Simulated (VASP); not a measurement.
## Mg5Se: relaxation of cell and atoms with PBE

The system is Mg5Se.

```xyz
6
Lattice="0.0000 4.1204 4.1204 4.1204 0.0000 4.1204 4.1204 4.1204 0.0000" Properties=species:S:1:pos:R:3 pbc="T T T"
Mg    5.1480    5.1480    3.0928
Mg    5.1480    3.0928    5.1480
Mg    3.0928    5.1480    5.1480
Mg    3.0928    3.0928    3.0928
Mg    6.1806    6.1806    6.1806
Se    0.0000    0.0000    0.0000
```

```yaml
Program: VASP 6.6.1
Task: relaxation of cell and atoms
Functional: PBE
Potentials_or_basis: VASP PAW PBE potentials, release 64 (Mg, Se)
Cutoff: 600 eV
k_mesh: 8 × 8 × 8
Occupations: gaussian, width 0.1 eV
Spin: no spin polarisation
Dipole_correction: no
Further_INCAR_settings: ALGO = Normal; EDIFF = 1e-06; IBRION = 2; EDIFFG = -0.01; NSW = 100; ISIF = 3
```

```
Relaxed volume                         : 23.43 Å³/atom
Relaxed cell                           : a = 5.836 Å, b = 5.836 Å, c = 5.836 Å, α = 60.00°, β = 60.00°, γ = 60.00°
Space group after relaxing (to 0.05 Å) : F-43m (No. 216)
Energy gained by relaxing              : 0.1 meV/atom
Ionic steps                            : 2
Pressure after relaxing                : 0.1 GPa
Largest force after relaxing           : 0.007 eV/Å
Band gap on the k mesh                 : zero (band 8 reaches 3.50 eV, above the bottom of band 9 at 2.28 eV)
```

Forces in eV/Å, atoms in the order of the input:
```
Mg   0.004  0.004 -0.004
Mg   0.004 -0.004  0.004
Mg  -0.004  0.004  0.004
Mg  -0.004 -0.004 -0.004
Mg   0.000  0.000  0.000
Se   0.000  0.000  0.000
```

Step by step:
```
step  energy change (eV)  largest force (eV/Å)  pressure (GPa)  volume (Å³)
   1              0.0000                0.0244            0.22       139.91
   2             -0.0006                0.0069            0.05       140.58
```

Final structure:
```
Mg Se
1.0
     0.00000    4.12692    4.12692
     4.12692    0.00000    4.12692
     4.12692    4.12692    0.00000
Mg Se
5 1
Direct
  0.37522 0.37522 0.87434
  0.37522 0.87434 0.37522
  0.87434 0.37522 0.37522
  0.37522 0.37522 0.37522
  0.75000 0.75000 0.75000
  0.00000 0.00000 0.00000
```

Levels at points of the mesh, in eV from the Fermi level:
```csv
k point,band 5,band 6,band 7,band 8,band 9,band 10,band 11,band 12
"(0.00, 0.00, 0.00)",-2.95,-1.30,-0.30,-0.30,-0.30,0.65,1.05,1.05
"(0.50, 0.00, 0.00)",-3.16,-1.99,-0.84,-0.84,-0.29,1.92,1.92,2.05
"(0.50, 0.50, 0.00)",-3.77,-2.58,-0.13,0.67,0.67,0.68,3.67,3.69
```

Wall time 98 s on 1 thread of Intel(R) Xeon(R) 6975P-C (Granite Rapids), on a shared host, peak memory 0.36 GiB.
